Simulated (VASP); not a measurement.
# MgS (Fm-3m) in VASP: further runs, part 2 of 2

VASP 6.6.1.

### 4 Single point, PBE0

This run uses another cell than the first one, of 17.61 Å³/atom.

The input, POSCAR:

```
MgS
1.0
    0.0000000000      2.6015179362      2.6015179362
    2.6015179362      0.0000000000      2.6015179362
    2.6015179362      2.6015179362      0.0000000000
Mg S
1 1
Direct
    0.0000000000      0.0000000000      0.0000000000
    0.5000000000      0.5000000000      0.5000000000
```

The input, INCAR.step1:

```
SYSTEM = MgS
PREC     = Accurate       ! precision mode
ENCUT    = 520            ! plane-wave cutoff, eV
EDIFF    = 1E-5           ! SCF threshold, eV
ISMEAR   = 0              ! smearing method
SIGMA    = 0.01           ! smearing width, eV
LREAL    = .FALSE.        ! projectors in reciprocal space
LASPH    = .TRUE.         ! aspherical terms in the spheres
NELM     = 100            ! most SCF steps
ALGO     = Normal         ! electronic algorithm
ISIF     = 2              ! what is computed and relaxed
LWAVE    = .TRUE.         ! write WAVECAR
LCHARG   = .FALSE.        ! write CHGCAR
NBANDS   = 11             ! bands
GGA      = PE             ! functional
```

The input, INCAR.step2:

```
SYSTEM = MgS
PREC     = Accurate       ! precision mode
ENCUT    = 520            ! plane-wave cutoff, eV
EDIFF    = 1E-6           ! SCF threshold, eV
ISMEAR   = 0              ! smearing method
SIGMA    = 0.01           ! smearing width, eV
LREAL    = .FALSE.        ! projectors in reciprocal space
LASPH    = .TRUE.         ! aspherical terms in the spheres
NELM     = 100            ! most SCF steps
ALGO     = Normal         ! electronic algorithm
ISIF     = 2              ! what is computed and relaxed
LWAVE    = .FALSE.        ! write WAVECAR
LCHARG   = .FALSE.        ! write CHGCAR
GGA      = PE             ! functional
LHFCALC  = .TRUE.         ! exact exchange
AEXX     = 0.25           ! exact-exchange fraction
PRECFOCK = Normal       
NBANDS   = 11             ! bands
ISTART   = 1
```

The input, KPOINTS:

```
Automatic mesh
0
G
  6 6 6
  0 0 0
```

Potentials or basis: VASP PAW PBE potentials, release 64 (Mg, S).

Launch:

```bash
cat potpaw_PBE.64/Mg/POTCAR potpaw_PBE.64/S/POTCAR > POTCAR
cp INCAR.step1 INCAR
mpirun -np 1 vasp_std > vasp.out
cp INCAR.step2 INCAR
mpirun -np 1 vasp_std > vasp.out
```

OUTCAR:

```text
SYSTEM = MgS
   PREC = Accurate
   ENCUT = 520
   EDIFF = 1E-6
   ISMEAR = 0
   LREAL = .FALSE.
   LASPH = .TRUE.
   NELM = 100
   ISIF = 2
   GGA = PE
   LHFCALC = .TRUE.
   AEXX = 0.25
   PRECFOCK = Normal
   ISTART = 1

 ion  position               nearest neighbor table
   1  0.000  0.000  0.000-   2 2.60   2 2.60   2 2.60   2 2.60   2 2.60   2 2.60
   2  0.500  0.500  0.500-   1 2.60   1 2.60   1 2.60   1 2.60   1 2.60   1 2.60

  LATTYP: Found a face centered cubic cell.
 ALAT       =     5.2030358724

[... 410 lines left out ...]
------------------------ aborting loop because EDIFF is reached ----------------------------------------

  FORCE on cell =-STRESS in cart. coord.  units (eV):
  Direction    XX          YY          ZZ          XY          YZ          ZX
  --------------------------------------------------------------------------------------
  -------------------------------------------------------------------------------------
  Total       -0.1626954     -0.1626954     -0.1626954     -0.0000000      0.0000000      0.0000000
  in kB       -7.4024502     -7.4024502     -7.4024502     -0.0000000      0.0000000      0.0000000
  external PRESSURE =      -7.4024502 kB  Pullay stress =       0.0000000 kB

 VOLUME and BASIS-vectors are now :
 -----------------------------------------------------------------------------
  energy-cutoff  :      520.00
  volume of cell :       35.21
      direct lattice vectors                 reciprocal lattice vectors
     0.000000000  2.601517936  2.601517936    -0.192195484  0.192195484  0.192195484
     2.601517936  0.000000000  2.601517936     0.192195484 -0.192195484  0.192195484
     2.601517936  2.601517936  0.000000000     0.192195484  0.192195484 -0.192195484

 POSITION                                       TOTAL-FORCE (eV/Angst)
 -----------------------------------------------------------------------------------
      0.00000      0.00000      0.00000        -0.000000      0.000000     -0.000000
      2.60152      2.60152      2.60152         0.000000     -0.000000      0.000000
 -----------------------------------------------------------------------------------
    total drift:                                0.000000     -0.000000      0.000000

  FREE ENERGIE OF THE ION-ELECTRON SYSTEM (eV)
  ---------------------------------------------------
  free  energy   TOTEN  =       -10.4507299704 eV

  energy  without entropy=      -10.4507299704  energy(sigma->0) =      -10.45072997
```

OUTCAR.step1:

```text
SYSTEM = MgS
   PREC = Accurate
   ENCUT = 520
   EDIFF = 1E-5
   ISMEAR = 0
   LREAL = .FALSE.
   LASPH = .TRUE.
[... 434 lines left out ...]
      0.00000      0.00000      0.00000        -0.000000      0.000000     -0.000000
      2.60152      2.60152      2.60152         0.000000     -0.000000      0.000000
 -----------------------------------------------------------------------------------
    total drift:                                0.000000      0.000000      0.000000

  FREE ENERGIE OF THE ION-ELECTRON SYSTEM (eV)
  ---------------------------------------------------
  free  energy   TOTEN  =        -8.4991765087 eV

  energy  without entropy=       -8.4991765087  energy(sigma->0) =       -8.49917651
```

It took 6.1 min on 1 thread of Intel Xeon 6975P-C (Granite Rapids), shared host; peak memory 0.17 GiB.

What came out:

| Property | Result |
| --- | --- |
| Free energy | -10.4507 eV |
| Pressure | -0.7 GPa |
| Band gap on the k mesh | 4.49 eV (least direct gap 5.51 eV) |

Caveat: the PAW data sets were made with another functional, which shifts forces and pressure a little. A k mesh can miss the band edges.

### 5 Overview

| task | level | cell | k mesh | cutoff (eV) | smearing | grid for exact exchange (PRECFOCK) | share of exact exchange | screening parameter | gap on the mesh (eV) | pressure (GPa) |
| --- | --- | --- | --- | --- | --- | --- | --- | --- | --- | --- |
| relaxation of cell and atoms | r2SCAN | relaxed from a = 3.698 Å, angles 60.0°, 2 atoms | 8 × 8 × 8 | 600 | fermi-dirac 0.02 eV | - | - | - | 3.44 | 0.0 |
| single point | HSE06 | a = 3.679 Å, angles 60.0°, 2 atoms | 6 × 6 × 6 | 520 | gaussian 0.01 eV | Normal | 0.25 | 0.2079 1/Å | 3.75 | -0.7 |
| single point | PBE0 | a = 3.679 Å, angles 60.0°, 2 atoms | 6 × 6 × 6 | 520 | gaussian 0.01 eV | Normal | 0.25 | - | 4.49 | -0.7 |

Alike in all rows: potentials or basis VASP PAW PBE potentials, release 64 (Mg, S); no spin polarisation.

Caveats: the PAW data sets were made with another functional, which shifts forces and pressure a little.

Absolute energies hang on the potentials; compare differences alone.
